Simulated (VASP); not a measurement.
The system is CdS.

```xyz
2
Lattice="0.0000 2.9392 2.9392 2.9392 0.0000 2.9392 2.9392 2.9392 0.0000" Properties=species:S:1:pos:R:3 pbc="T T T"
Cd    0.0000    0.0000    0.0000
S     1.4696    1.4696    1.4696
```

Base run:

```yaml
Program: VASP 6.6.1
Functional: PBE
Potentials_or_basis: VASP PAW PBE potentials, release 64 (Cd, S)
Cutoff: 520 eV
k_mesh: 6 × 6 × 6
Occupations: gaussian, width 0.01 eV
Spin: no spin polarisation
```

Its results: band gap on the k mesh 1.10 eV, direct; pressure 1.7 GPa.

Question: After a change of settings the same cell gave: band gap on the k mesh 1.64 eV, direct; pressure 1.7 GPa. Which change was it?
A. functional from PBE to r2SCAN; further incar settings from ALGO = Normal; EDIFF = 1e-06; NBANDS = 16 to ALGO = Normal; EDIFF = 1e-07; NBANDS = 16
B. occupations from gaussian, width 0.01 eV to methfessel-paxton, width 0.05 eV
C. dispersion from none to D4
D. k mesh from 6 × 6 × 6 to 6 × 6 × 6, shifted; further incar settings from ALGO = Normal; EDIFF = 1e-06; NBANDS = 16 to ALGO = Normal; EDIFF = 1e-06; NBANDS = 16; ISYM = 0

Answer: D.
